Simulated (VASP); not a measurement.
# CaSe (F-43m) in VASP: further runs

The runs below take CaSe through single point, with LDA.

Everything below comes from runs of VASP 6.6.1. Logs are shortened: lines on timing, memory, paths and dates and some standing lists are left out, and cuts for length are marked.

### Step 1. The cell of the first run

Symmetry: F-43m, No. 216, cubic system. The conventional cell has a = 6.600 Å, b = 6.600 Å, c = 6.600 Å, α = 90.00°, β = 90.00°, γ = 90.00°. Within 3.8 Å of Ca (site symmetry -43m) lie 4 Se at 2.86 Å. Within 3.8 Å of Se (site symmetry -43m) lie 4 Ca at 2.86 Å.

### Step 2. Single point, LDA

INCAR

```
SYSTEM = CaSe
  PREC = Accurate
  ENCUT = 520
  EDIFF = 1E-6
  ISMEAR = 0
  SIGMA = 0.05
  LREAL = .FALSE.
  LASPH = .TRUE.
  NELM = 60
  ALGO = Normal
  ISIF = 2
  LWAVE = .FALSE.
  LCHARG = .FALSE.
  GGA = CA
  NBANDS = 15
```

KPOINTS

```
regular mesh
0
G
  6 6 6
  0 0 0
```

POSCAR

```
CaSe
1.0
    0.0000000000      3.3000000000      3.3000000000
    3.3000000000      0.0000000000      3.3000000000
    3.3000000000      3.3000000000      0.0000000000
Ca Se
1 1
Direct
    0.0000000000      0.0000000000      0.0000000000
    0.7500000000      0.7500000000      0.7500000000
```

Potentials or basis: VASP PAW LDA potentials, release 64 (Ca_sv, Se).

Run with:

```bash
$ cat potpaw_LDA.64/Ca_sv/POTCAR potpaw_LDA.64/Se/POTCAR > POTCAR
$ mpirun -np 1 vasp_std > vasp.out
```

OUTCAR:

```text
SYSTEM = CaSe
   PREC = Accurate
   ENCUT = 520
   EDIFF = 1E-6
   ISMEAR = 0
   LREAL = .FALSE.
   LASPH = .TRUE.
   NELM = 60
   ISIF = 2
   GGA = CA

 ion  position               nearest neighbor table
   1  0.000  0.000  0.000-   2 2.86   2 2.86   2 2.86   2 2.86
   2  0.750  0.750  0.750-   1 2.86   1 2.86   1 2.86   1 2.86

  LATTYP: Found a face centered cubic cell.
 ALAT       =     6.6000000000

  Lattice vectors:

 A1 = (   0.0000000000,   3.3000000000,   3.3000000000)
 A2 = (   3.3000000000,   0.0000000000,   3.3000000000)
 A3 = (   3.3000000000,   3.3000000000,   0.0000000000)

Analysis of symmetry for initial positions (statically):
=====================================================================
 Subroutine PRICEL returns:
 Original cell was already a primitive cell.

 Routine SETGRP: Setting up the symmetry group for a
 face centered cubic supercell.

 Subroutine GETGRP returns: Found 24 space group operations
 (whereof 24 operations were pure point group operations)
 out of a pool of 48 trial point group operations.

The static configuration has the point symmetry T_d .

Analysis of symmetry for dynamics (positions and initial velocities):
=====================================================================
 Subroutine PRICEL returns:
 Original cell was already a primitive cell.

 Routine SETGRP: Setting up the symmetry group for a
 face centered cubic supercell.

 Subroutine GETGRP returns: Found 24 space group operations
 (whereof 24 operations were pure point group operations)
 out of a pool of 48 trial point group operations.

The dynamic configuration has the point symmetry T_d .

 Subroutine INISYM returns: Found 24 space group operations
 (whereof 24 operations are pure point group operations),
 and found     1 'primitive' translations

----------------------------------------------------------------------------------------

                                     Primitive cell

  volume of cell :      71.8740

  direct lattice vectors                    reciprocal lattice vectors
     0.000000000  3.300000000  3.300000000    -0.151515152  0.151515152  0.151515152
     3.300000000  0.000000000  3.300000000     0.151515152 -0.151515152  0.151515152
     3.300000000  3.300000000  0.000000000     0.151515152  0.151515152 -0.151515152

  length of vectors
     4.666904756  4.666904756  4.666904756     0.262431941  0.262431941  0.262431941

  position of ions in fractional coordinates (direct lattice)
     0.000000000  0.000000000  0.000000000
     0.750000000  0.750000000  0.750000000

  ion indices of the primitive-cell ions
   primitive index   ion index
                 1           1
                 2           2

----------------------------------------------------------------------------------------

 KPOINTS: regular mesh

Automatic generation of k-mesh.
 Grid dimensions read from file:
 generate k-points for:    6    6    6

 Generating k-lattice:

  Cartesian coordinates                     Fractional coordinates (reciprocal lattice)
    -0.025252525  0.025252525  0.025252525     0.166666667  0.000000000  0.000000000
     0.025252525 -0.025252525  0.025252525     0.000000000  0.166666667  0.000000000
     0.025252525  0.025252525 -0.025252525     0.000000000  0.000000000  0.166666667

  Length of vectors
     0.043738657  0.043738657  0.043738657

  Shift w.r.t. Gamma in fractional coordinates (k-lattice)
     0.000000000  0.000000000  0.000000000

 Subroutine IBZKPT returns following result:
 ===========================================

 Found     16 irreducible k-points:

 Following reciprocal coordinates:
            Coordinates               Weight
  0.000000  0.000000  0.000000      1.000000
  0.166667  0.000000  0.000000      8.000000
  0.333333  0.000000  0.000000      8.000000
  0.500000  0.000000  0.000000      4.000000
  0.166667  0.166667  0.000000      6.000000
  0.333333  0.166667  0.000000     24.000000
[... 8 lines left out ...]
 -0.333333  0.333333  0.166667     24.000000
 -0.333333  0.500000  0.166667     12.000000
   k-points           NKPTS =     16   k-points in BZ     NKDIM =     16   number of bands    NBANDS=     15
   number of dos      NEDOS =    301   number of ions     NIONS =      2
   total plane-waves  NPLWV =  46656
   dimension x,y,z NGX =    36 NGY =   36 NGZ =   36
   dimension x,y,z NGXF=    72 NGYF=   72 NGZF=   72
   ions per type =               1   1
   NGX,Y,Z   is equivalent  to a cutoff of  12.82, 12.82, 12.82 a.u.
   NGXF,Y,Z  is equivalent  to a cutoff of  25.65, 25.65, 25.65 a.u.
 SYSTEM =  CaSe
   PREC   = accura    normal or accurate (medium, high low for compatibility)
   ISTART =      0    job   : 0-new  1-cont  2-samecut
   ICHARG =      2    charge: 1-file 2-atom 10-const
   ISPIN  =      1    spin polarized calculation?
   LNONCOLLINEAR =      F non collinear calculations
   LSORBIT =      F    spin-orbit coupling
   LASPH  =      T    aspherical Exc in radial PAW
   ENCUT  =  520.0 eV  38.22 Ry    6.18 a.u.   8.68  8.68  8.68*2*pi/ulx,y,z
   NELM   =     60;   NELMIN=  2; NELMDL= -5     # of ELM steps
   EDIFF  = 0.1E-05   stopping-criterion for ELM
   LREAL  =      F    real-space projection
   EDIFFG = 0.1E-04   stopping-criterion for IOM
   NSW    =      0    number of steps for IOM
   IBRION =     -1    ionic relax: 0-MD 1-quasi-New 2-CG
   NFREE  =      0    steps in history (QN), initial steepest desc. (CG)
   ISIF   =      2    stress and relaxation
   ISYM   =      2    0-nonsym 1-usesym 2-fastsym
   POTIM  = 0.5000    time-step for ionic-motion
   TEBEG  =    0.0;   TEEND  =   0.0 temperature during run
   PSTRESS=    0.0 pullay stress
   NELECT =      16.0000    total number of electrons
   NUPDOWN=      -1.0000    fix difference up-down
   EMIN   =  10.00;   EMAX   =-10.00  energy-range for DOS
   EFERMI =   0.00;   METHOD = LEGACY
   ISMEAR =     0;   SIGMA  =   0.05  broadening in eV -4-tet -1-fermi 0-gaus
   EFERMI_NEDOS =   21; number of points for ismear=-14 and -15
   IALGO  =     38    algorithm
   IMIX   =      4    mixing-type and parameters
     AMIX     =   0.40;   BMIX     =  1.00
     AMIX_MAG =   1.60;   BMIX_MAG =  1.00
  volume/ion in A,a.u.               =      35.94       242.51
  Fermi-wavevector in a.u.,A,eV,Ry     =   0.992181  1.874950 13.393889  0.984423
  Thomas-Fermi vector in A             =   2.123975
   LORBIT       =      0    0 simple, 1 ext, 2 COOP (PROOUT), +10 PAW based schemes
   GGA     = CA    functional components
   LHFCALC =     F    Hartree Fock is set to
   AEXX    =    0.0000 exact exchange contribution
   IVDW    =     0    specifies the selected vdW correction
   LEPSILON=     F    determine dielectric tensor
   LRPA    =     F    only Hartree local field effects (RPA)
 non-spin polarized calculation
 Gauss-broadening in eV      SIGMA  =   0.05
  energy-cutoff  :      520.00
  volume of cell :       71.87
 maximum number of plane-waves:      1964
   NGX = 17   NGY = 17   NGZ = 17

 number of electron      16.0000000 magnetization

 Free energy of the ion-electron system (eV)
  ---------------------------------------------------
  ext. energy  EPLUGINS =         0.00000000
  ---------------------------------------------------
  free energy    TOTEN  =        -9.81411042 eV

  energy without entropy =       -9.81411042  energy(sigma->0) =       -9.81411042

 E-fermi :  -0.2523     XC(G=0):  -7.9495

 val. band max:       -0.5422042337   @ k =  -0.3333   0.1667   0.0000
 cond. band min:       2.3522340746   @ k =   0.0000   0.0000   0.0000
 fundamental gap:      2.8944383083
 Fermi energy:        -0.2523101797

 k-point     1 :       0.0000    0.0000    0.0000
  band No.  band energies     occupation
      1     -39.1969      2.00000
      2     -20.5039      2.00000
      3     -20.5039      2.00000
      4     -20.5039      2.00000
      5     -10.8811      2.00000
      6      -0.6340      2.00000
      7      -0.6340      2.00000
      8      -0.6340      2.00000
      9       2.3522      0.00000
     10       4.6556      0.00000
     11       4.6556      0.00000
     12       6.6570      0.00000
     13       6.6570      0.00000
     14       6.6570      0.00000
     15       8.2958      0.00000

 k-point     2 :       0.1667    0.0000    0.0000
  band No.  band energies     occupation
      1     -39.1964      2.00000
      2     -20.5148      2.00000
      3     -20.5052      2.00000
      4     -20.5052      2.00000
      5     -10.8192      2.00000
      6      -1.0559      2.00000
      7      -0.6106      2.00000
      8      -0.6106      2.00000
      9       3.1337      0.00000
     10       4.5408      0.00000
     11       4.5408      0.00000
     12       6.1754      0.00000
     13       6.6223      0.00000
     14       6.6223      0.00000
     15       7.6183      0.00000

 k-point     3 :       0.3333    0.0000    0.0000
  band No.  band energies     occupation
      1     -39.1956      2.00000
      2     -20.5365      2.00000
      3     -20.5079      2.00000
      4     -20.5079      2.00000
      5     -10.6942      2.00000
      6      -1.5888      2.00000
      7      -0.5712      2.00000
      8      -0.5712      2.00000
      9       4.2033      0.00000
     10       4.5588      0.00000
     11       4.5588      0.00000
     12       5.3114      0.00000
     13       6.1071      0.00000
     14       6.1071      0.00000
     15       7.3832      0.00000
[... 199 lines left out ...]
 k-point    15 :      -0.3333    0.3333    0.1667
  band No.  band energies     occupation
      1     -39.1947      2.00000
      2     -20.5436      2.00000
      3     -20.5215      2.00000
      4     -20.5139      2.00000
      5     -10.5709      2.00000
      6      -1.4242      2.00000
      7      -1.1031      2.00000
      8      -0.5901      2.00000
      9       3.3188      0.00000
     10       4.3251      0.00000
     11       4.9340      0.00000
     12       5.7162      0.00000
     13       5.9777      0.00000
     14       6.8578      0.00000
     15       8.2438      0.00000

 k-point    16 :      -0.3333    0.5000    0.1667
  band No.  band energies     occupation
      1     -39.1946      2.00000
      2     -20.5457      2.00000
      3     -20.5209      2.00000
      4     -20.5168      2.00000
      5     -10.5506      2.00000
      6      -1.5415      2.00000
      7      -0.9396      2.00000
      8      -0.6285      2.00000
      9       2.9905      0.00000
     10       4.2645      0.00000
     11       5.1580      0.00000
     12       5.4534      0.00000
     13       5.9225      0.00000
     14       7.5315      0.00000
     15       8.2835      0.00000

------------------------ aborting loop because EDIFF is reached ----------------------------------------

  FORCE on cell =-STRESS in cart. coord.  units (eV):
  Direction    XX          YY          ZZ          XY          YZ          ZX
  --------------------------------------------------------------------------------------
  -------------------------------------------------------------------------------------
  Total       -1.1511664     -1.1511664     -1.1511664     -0.0000000      0.0000000      0.0000000
  in kB      -25.6611950    -25.6611950    -25.6611950     -0.0000000      0.0000000      0.0000000
  external PRESSURE =     -25.6611950 kB  Pullay stress =       0.0000000 kB

 VOLUME and BASIS-vectors are now :
 -----------------------------------------------------------------------------
  energy-cutoff  :      520.00
  volume of cell :       71.87
      direct lattice vectors                 reciprocal lattice vectors
     0.000000000  3.300000000  3.300000000    -0.151515152  0.151515152  0.151515152
     3.300000000  0.000000000  3.300000000     0.151515152 -0.151515152  0.151515152
     3.300000000  3.300000000  0.000000000     0.151515152  0.151515152 -0.151515152

 POSITION                                       TOTAL-FORCE (eV/Angst)
 -----------------------------------------------------------------------------------
      0.00000      0.00000      0.00000        -0.000000     -0.000000     -0.000000
      4.95000      4.95000      4.95000         0.000000      0.000000      0.000000
 -----------------------------------------------------------------------------------
    total drift:                                0.000000      0.000000      0.000000

  FREE ENERGIE OF THE ION-ELECTRON SYSTEM (eV)
  ---------------------------------------------------
  free  energy   TOTEN  =        -9.8141104223 eV

  energy  without entropy=       -9.8141104223  energy(sigma->0) =       -9.81411042
```

Wall time 35 s (1 thread of AMD EPYC 7R13, shared host); peak memory 0.15 GiB.

What came out:

```
Free energy            : -9.8141 eV
Pressure               : -2.6 GPa
Band gap on the k mesh : 2.89 eV (least direct gap 2.99 eV)
```

Levels at points of the mesh, in eV from the valence-band top:
| k point | band 4 | band 5 | band 6 | band 7 | band 8 | band 9 | band 10 | band 11 | band 12 | band 13 |
| --- | --- | --- | --- | --- | --- | --- | --- | --- | --- | --- |
| (0.00, 0.00, 0.00) | -19.96 | -10.34 | -0.09 | -0.09 | -0.09 | 2.89 | 5.20 | 5.20 | 7.20 | 7.20 |
| (0.50, 0.00, 0.00) | -19.97 | -10.09 | -1.24 | -0.01 | -0.01 | 4.87 | 5.31 | 5.31 | 5.56 | 6.18 |
| (0.50, 0.50, 0.00) | -19.97 | -10.01 | -1.26 | -0.04 | -0.04 | 3.36 | 4.78 | 5.92 | 5.92 | 5.92 |

A k mesh can miss the band edges.

### Step 3. Single point, LDA

INCAR

```
PREC     = Accurate       # precision mode
ENCUT    = 520            # plane-wave cutoff, eV
EDIFF    = 1E-6           # SCF threshold, eV
ISMEAR   = 0              # smearing method
SIGMA    = 0.05           # smearing width, eV
LREAL    = F              # projectors in reciprocal space
LASPH    = T              # aspherical terms in the spheres
NELM     = 80             # most SCF steps
ALGO     = Normal         # electronic algorithm
ISIF     = 2              # what is computed and relaxed
LWAVE    = F              # write WAVECAR
LCHARG   = F              # write CHGCAR
NBANDS   = 15             # bands
```

KPOINTS

```
regular mesh
0
Gamma
  8 8 8
```

POSCAR is that of step 2.

Potentials or basis: VASP PAW LDA potentials, release 64 (Ca_sv, Se).

Run with:

```bash
$ cat potpaw_LDA.64/Ca_sv/POTCAR potpaw_LDA.64/Se/POTCAR > POTCAR
$ mpirun -np 1 vasp_std > vasp.out
```

It took 52 s on 1 thread of AMD EPYC 7R13, shared host; peak memory 0.16 GiB.

The run converged. Its results:

```yaml
Free_energy: -9.8141 eV
Pressure: -2.6 GPa
Band_gap_on_the_k_mesh: 2.89 eV (least direct gap 2.99 eV)
```

Levels at points of the mesh, in eV from the valence-band top:
```tsv
k point	band 6	band 7	band 8	band 9	band 10	band 11
(0.00, 0.00, 0.00)	-0.10	-0.10	-0.10	2.89	5.19	5.19
(0.50, 0.00, 0.00)	-1.24	-0.02	-0.02	4.87	5.30	5.30
(0.50, 0.50, 0.00)	-1.26	-0.04	-0.04	3.35	4.77	5.91
```

A k mesh can miss the band edges.
